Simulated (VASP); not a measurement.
# LaYH6 (P1) in VASP: relaxation of cell and atoms with PBEsol

Aim: the relaxation of cell and atoms of LaYH6 with PBEsol.

Program: VASP 6.6.1. These are calculated values, not measurements. Logs are shortened: lines on timing, memory, paths and dates and some standing lists are left out, and cuts for length are marked.

## (1) The cell of the first run

The typed cell holds 8 atoms: a = 3.322 Å, b = 3.375 Å, c = 6.743 Å, α = 90.91°, β = 89.48°, γ = 90.79°.

## (2) Relaxation of cell and atoms, PBEsol

INCAR reads:

```
PREC = Accurate ; ENCUT = 600
EDIFF = 1E-6 ; ISMEAR = -1
SIGMA = 0.05 ; LREAL = False
LASPH = True ; NELM = 60
ALGO = Normal ; ISIF = 3
LWAVE = False ; LCHARG = False
GGA = PS ; IBRION = 2
NSW = 100 ; EDIFFG = -0.01
```

KPOINTS reads:

```
Automatic mesh
0
Gamma
  6 6 4
```

POSCAR reads:

```
LaYH6
1.0
    3.3220432602     -0.0230265753      0.0150944229
   -0.0230265753      3.3745331585     -0.0267296709
    0.0303629879     -0.0537677181      6.7426807174
La Y H
1 1 6
Direct
   -0.0030702995      0.0357928256     -0.0160814135
   -0.0412324651      0.0118973578      0.4991533865
    0.5554138959      0.4673431691      0.0058018077
    0.4674591771      0.5056436047      0.5052107860
    0.5244137221     -0.0095897300      0.2619863186
    0.5057859156     -0.0130094483      0.7342829942
    0.0119722554      0.5598168610      0.2497214900
    0.0052826292      0.4918970360      0.7138748878
```

Potentials or basis: VASP PAW PBE potentials, release 64 (La, Y_sv, H).

Run with:

```bash
$ cat potpaw_PBE.64/La/POTCAR potpaw_PBE.64/Y_sv/POTCAR potpaw_PBE.64/H/POTCAR > POTCAR
$ mpirun -np 1 vasp_std > vasp.out
```

OUTCAR:

```text
PREC = Accurate
   ENCUT = 600
   EDIFF = 1E-6
   ISMEAR = -1
   LREAL = False
   LASPH = True
   NELM = 60
   ISIF = 3
   GGA = PS
   IBRION = 2
   NSW = 100
   EDIFFG = -0.01

 ion  position               nearest neighbor table
   1  0.997  0.036  0.984-   3 2.08   2 3.27   2 3.48
   2  0.959  0.012  0.499-   8 2.16   5 2.16   6 2.18   7 2.26   8 2.30   4 2.35   4 2.35   4 2.36
                             4 2.42   6 2.43   5 2.46   7 2.52   1 3.27   1 3.48
   3  0.555  0.467  0.006-   1 2.08
   4  0.467  0.506  0.505-   2 2.35   2 2.35   2 2.36   2 2.42
   5  0.524  0.990  0.262-   2 2.16   2 2.46
   6  0.506  0.987  0.734-   2 2.18   2 2.43
   7  0.012  0.560  0.250-   2 2.26   2 2.52
   8  0.005  0.492  0.714-   2 2.16   2 2.30

  LATTYP: Found a triclinic cell.
 ALAT       =     4.7027909632
 B/A-ratio  =     0.7064225011
 C/A-ratio  =     1.5931174180
 COS(alpha) =     0.0019798943
 COS(beta)  =     0.3143469431
 COS(gamma) =     0.6965269230

  Lattice vectors:

 A1 = (  -3.2990166849,  -3.3515065832,   0.0116352480)
 A2 = (  -3.3220432602,   0.0230265753,  -0.0150944229)
 A3 = (  -0.0073364126,  -3.3207654404,  -6.7159510465)

Analysis of symmetry for initial positions (statically):
=====================================================================
 Subroutine PRICEL returns:
 Original cell was already a primitive cell.

 Routine SETGRP: Setting up the symmetry group for a
 triclinic supercell.

 Subroutine GETGRP returns: Found  1 space group operations
 (whereof  1 operations were pure point group operations)
 out of a pool of  2 trial point group operations.

The static configuration has the point symmetry C_1 .

Analysis of symmetry for dynamics (positions and initial velocities):
=====================================================================
 Subroutine PRICEL returns:
 Original cell was already a primitive cell.

 Routine SETGRP: Setting up the symmetry group for a
 triclinic supercell.

 Subroutine GETGRP returns: Found  1 space group operations
 (whereof  1 operations were pure point group operations)
 out of a pool of  2 trial point group operations.

The dynamic configuration has the point symmetry C_1 .

 Subroutine INISYM returns: Found  1 space group operations
 (whereof  1 operations are pure point group operations),
 and found     1 'primitive' translations

----------------------------------------------------------------------------------------

                                     Primitive cell

  volume of cell :      75.5779

  direct lattice vectors                    reciprocal lattice vectors
     3.322043260 -0.023026575  0.015094423     0.301039810  0.002043576 -0.001339317
    -0.023026575  3.374533158 -0.026729671     0.002043576  0.296369878  0.002354121
     0.030362988 -0.053767718  6.742680717    -0.000665818  0.001170309  0.148321296

  length of vectors
     3.322157354  3.374717579  6.742963454     0.301049726  0.296386273  0.148327407

  position of ions in fractional coordinates (direct lattice)
     0.996929700  0.035792826  0.983918587
     0.958767535  0.011897358  0.499153386
     0.555413896  0.467343169  0.005801808
     0.467459177  0.505643605  0.505210786
     0.524413722  0.990410270  0.261986319
     0.505785916  0.986990552  0.734282994
     0.011972255  0.559816861  0.249721490
     0.005282629  0.491897036  0.713874888

  ion indices of the primitive-cell ions
   primitive index   ion index
                 1           1
                 2           2
                 3           3
                 4           4
                 5           5
                 6           6
                 7           7
                 8           8

----------------------------------------------------------------------------------------

 KPOINTS: Automatic mesh

Automatic generation of k-mesh.
 Grid dimensions read from file:
 generate k-points for:    6    6    4

 Generating k-lattice:

  Cartesian coordinates                     Fractional coordinates (reciprocal lattice)
     0.050173302  0.000340596 -0.000223220     0.166666667 -0.000000000 -0.000000000
     0.000340596  0.049394980  0.000392353    -0.000000000  0.166666667 -0.000000000
    -0.000166454  0.000292577  0.037080324     0.000000000  0.000000000  0.250000000

  Length of vectors
     0.050174954  0.049397712  0.037081852

  Shift w.r.t. Gamma in fractional coordinates (k-lattice)
     0.000000000  0.000000000  0.000000000

 Subroutine IBZKPT returns following result:
 ===========================================

 Found     76 irreducible k-points:

 Following reciprocal coordinates:
            Coordinates               Weight
  0.000000  0.000000  0.000000      1.000000
  0.166667  0.000000  0.000000      2.000000
  0.333333  0.000000  0.000000      2.000000
  0.500000  0.000000  0.000000      1.000000
 -0.000000  0.166667 -0.000000      2.000000
  0.166667  0.166667  0.000000      2.000000
[... 16 lines left out ...]
  0.333333  0.000000  0.250000      2.000000
  0.500000  0.000000  0.250000      2.000000
 [... further k-points ...]
   k-points           NKPTS =     76   k-points in BZ     NKDIM =     76   number of bands    NBANDS=     19
   number of dos      NEDOS =    301   number of ions     NIONS =      8
   total plane-waves  NPLWV =  42336
   dimension x,y,z NGX =    28 NGY =   28 NGZ =   54
   dimension x,y,z NGXF=    56 NGYF=   56 NGZF=  108
   ions per type =               1   1   6
   NGX,Y,Z   is equivalent  to a cutoff of  14.01, 13.79, 13.31 a.u.
   NGXF,Y,Z  is equivalent  to a cutoff of  28.02, 27.59, 26.63 a.u.
 SYSTEM =  unknown system
   PREC   = accura    normal or accurate (medium, high low for compatibility)
   ISTART =      0    job   : 0-new  1-cont  2-samecut
   ICHARG =      2    charge: 1-file 2-atom 10-const
   ISPIN  =      1    spin polarized calculation?
   LNONCOLLINEAR =      F non collinear calculations
   LSORBIT =      F    spin-orbit coupling
   LASPH  =      T    aspherical Exc in radial PAW
   ENCUT  =  600.0 eV  44.10 Ry    6.64 a.u.   6.64  6.74 13.47*2*pi/ulx,y,z
   NELM   =     60;   NELMIN=  2; NELMDL= -5     # of ELM steps
   EDIFF  = 0.1E-05   stopping-criterion for ELM
   LREAL  =      F    real-space projection
   EDIFFG = -.1E-01   stopping-criterion for IOM
   NSW    =    100    number of steps for IOM
   IBRION =      2    ionic relax: 0-MD 1-quasi-New 2-CG
   NFREE  =      1    steps in history (QN), initial steepest desc. (CG)
   ISIF   =      3    stress and relaxation
   ISYM   =      2    0-nonsym 1-usesym 2-fastsym
   POTIM  = 0.5000    time-step for ionic-motion
   TEBEG  =    0.0;   TEEND  =   0.0 temperature during run
   PSTRESS=    0.0 pullay stress
   NELECT =      28.0000    total number of electrons
   NUPDOWN=      -1.0000    fix difference up-down
   EMIN   =  10.00;   EMAX   =-10.00  energy-range for DOS
   EFERMI =   0.00;   METHOD = LEGACY
   ISMEAR =    -1;   SIGMA  =   0.05  broadening in eV -4-tet -1-fermi 0-gaus
   EFERMI_NEDOS =   21; number of points for ismear=-14 and -15
   IALGO  =     38    algorithm
   IMIX   =      4    mixing-type and parameters
     AMIX     =   0.40;   BMIX     =  1.00
     AMIX_MAG =   1.60;   BMIX_MAG =  1.00
  volume/ion in A,a.u.               =       9.45        63.75
  Fermi-wavevector in a.u.,A,eV,Ry     =   1.175788  2.221918 18.809762  1.382479
  Thomas-Fermi vector in A             =   2.312163
   LORBIT       =      0    0 simple, 1 ext, 2 COOP (PROOUT), +10 PAW based schemes
   GGA     = PS    functional components
   LHFCALC =     F    Hartree Fock is set to
   AEXX    =    0.0000 exact exchange contribution
   IVDW    =     0    specifies the selected vdW correction
   LEPSILON=     F    determine dielectric tensor
   LRPA    =     F    only Hartree local field effects (RPA)
 conjugate gradient relaxation of ions
 non-spin polarized calculation
  energy-cutoff  :      600.00
  volume of cell :       75.58
 maximum number of plane-waves:      2538
 NGX is ok and might be reduce to    28
   NGX = 13   NGY = 13   NGZ = 27

--------------------------------------- Ionic step        1  -------------------------------------------

 number of electron      28.0000000 magnetization

 Free energy of the ion-electron system (eV)
  ---------------------------------------------------
  ext. energy  EPLUGINS =         0.00000000
  ---------------------------------------------------
  free energy    TOTEN  =       -35.08959791 eV

  energy without entropy =      -35.08872707  energy(sigma->0) =      -35.08916249

------------------------ aborting loop because EDIFF is reached ----------------------------------------

  FORCE on cell =-STRESS in cart. coord.  units (eV):
  Direction    XX          YY          ZZ          XY          YZ          ZX
  --------------------------------------------------------------------------------------
  -------------------------------------------------------------------------------------
  Total        2.7722083      0.9248829      1.3595170     -0.6524661      0.6417500     -0.1434273
  in kB       58.7680813     19.6066056     28.8204198    -13.8316387     13.6044669     -3.0405183
  external PRESSURE =      35.7317022 kB  Pullay stress =       0.0000000 kB
[... 107 lines left out ...]
  FREE ENERGIE OF THE ION-ELECTRON SYSTEM (eV)
  ---------------------------------------------------
  free  energy   TOTEN  =       -35.3642441742 eV

  energy  without entropy=      -35.3627922864  energy(sigma->0) =      -35.36351823

[... ionic steps 4 to 13 ...]

--------------------------------------- Ionic step       14  -------------------------------------------

 number of electron      28.0000001 magnetization

------------------------ aborting loop because EDIFF is reached ----------------------------------------
[... 79 lines left out ...]
--------------------------------------- Ionic step       16  -------------------------------------------

 number of electron      28.0000001 magnetization

 Free energy of the ion-electron system (eV)
  ---------------------------------------------------
  ext. energy  EPLUGINS =         0.00000000
  ---------------------------------------------------
  free energy    TOTEN  =       -35.50121880 eV

  energy without entropy =      -35.49895499  energy(sigma->0) =      -35.50008690

 E-fermi :   4.9399     XC(G=0): -10.3961

 val. band max:        4.9367546557   @ k =  -0.0000   0.5000  -0.0000
 cond. band min:       4.9521725612   @ k =  -0.0000   0.5000  -0.0000
 fundamental gap:      0.0154179054
 Fermi energy:         4.9398520397

 k-point     1 :       0.0000    0.0000    0.0000
  band No.  band energies     occupation
      1     -37.2512      2.00000
      2     -27.4149      2.00000
      3     -17.4334      2.00000
      4     -16.9966      2.00000
      5     -16.9959      2.00000
      6     -11.3357      2.00000
[... 505 lines left out ...]
      6     -12.2726      2.00000
[... 11 lines left out ...]
     18       7.4223      0.00000
     19       7.5960      0.00000

 [... further k-points ...]

------------------------ aborting loop because EDIFF is reached ----------------------------------------

  FORCE on cell =-STRESS in cart. coord.  units (eV):
  Direction    XX          YY          ZZ          XY          YZ          ZX
  --------------------------------------------------------------------------------------
  -------------------------------------------------------------------------------------
  Total        0.0202216     -0.0181177      0.0202542     -0.0139718      0.0089595      0.0029079
  in kB        0.4192163     -0.3756004      0.4198908     -0.2896516      0.1857396      0.0602843
  external PRESSURE =       0.1545022 kB  Pullay stress =       0.0000000 kB
[... 23 lines left out ...]
  FREE ENERGIE OF THE ION-ELECTRON SYSTEM (eV)
  ---------------------------------------------------
  free  energy   TOTEN  =       -35.5012188039 eV

  energy  without entropy=      -35.4989549923  energy(sigma->0) =      -35.50008690

 reached required accuracy - stopping structural energy minimisation
```

Wall time 15 min (1 thread of Intel Xeon Platinum 8488C (Sapphire Rapids), shared host); peak memory 0.35 GiB.

What came out:

```
Free energy                           : -35.5012 eV
Relaxed volume                        : 9.66 Å³/atom
Relaxed cell                          : a = 3.374 Å, b = 3.376 Å, c = 6.785 Å, α = 90.02°, β = 90.00°, γ = 89.98°
Space group after relaxing (to 0.1 Å) : P4/mmm (No. 123)
Energy gained by relaxing             : 51.5 meV/atom
Ionic steps                           : 16
Pressure after relaxing               : 0.0 GPa
Largest force after relaxing          : 0.009 eV/Å
Band gap on the k mesh                : 0.02 eV
```

Forces in eV/Å, atoms in the order of the input:
```
La  -0.004  0.002 -0.002
Y    0.005  0.001  0.002
H   -0.001 -0.007 -0.004
H    0.002  0.000  0.005
H   -0.005  0.000  0.000
H    0.000 -0.003  0.004
H    0.001 -0.002 -0.004
H    0.002  0.008 -0.001
```

The path:
```csv
step,energy change (eV),largest force (eV/Å),pressure (GPa),volume (Å³)
1,0.0000,1.8124,3.57,75.58
2,-0.2455,0.5251,0.15,77.90
3,-0.2746,0.5334,-1.21,79.11
4,-0.3265,0.3660,-0.88,78.54
5,-0.3654,0.4570,0.09,77.40
6,-0.3889,0.2978,0.37,77.05
7,-0.3914,0.3395,0.52,76.89
8,-0.4036,0.1414,-0.05,77.38
9,-0.4064,0.0864,-0.44,77.75
10,-0.4090,0.0765,0.03,77.28
11,-0.4093,0.0716,0.27,77.05
12,-0.4107,0.0400,0.12,77.18
13,-0.4111,0.0533,0.00,77.30
14,-0.4114,0.0487,-0.07,77.36
15,-0.4114,0.0348,-0.05,77.35
16,-0.4116,0.0087,0.02,77.28
```

Final structure:
```cif
data_structure
_symmetry_space_group_name_H-M 'P 1'
_symmetry_Int_Tables_number 1
_cell_length_a 3.3741
_cell_length_b 3.3756
_cell_length_c 6.7854
_cell_angle_alpha 90.024
_cell_angle_beta 90.004
_cell_angle_gamma 89.977
_cell_volume 77.28
loop_
_atom_site_label
_atom_site_type_symbol
_atom_site_fract_x
_atom_site_fract_y
_atom_site_fract_z
_atom_site_occupancy
La1 La 0.00372 0.00635 0.99426 1
Y1 Y 0.00254 0.00600 0.49419 1
H1 H 0.50378 0.50692 0.99472 1
H2 H 0.50291 0.50619 0.49388 1
H3 H 0.50385 0.00620 0.25728 1
H4 H 0.50343 0.00654 0.73091 1
H5 H 0.00298 0.50621 0.25750 1
H6 H 0.00282 0.50538 0.73120 1
```

Caveat: the PAW data sets were made with another functional, which shifts forces and pressure a little; spin-orbit coupling is left out, which moves the levels of the heavy elements.
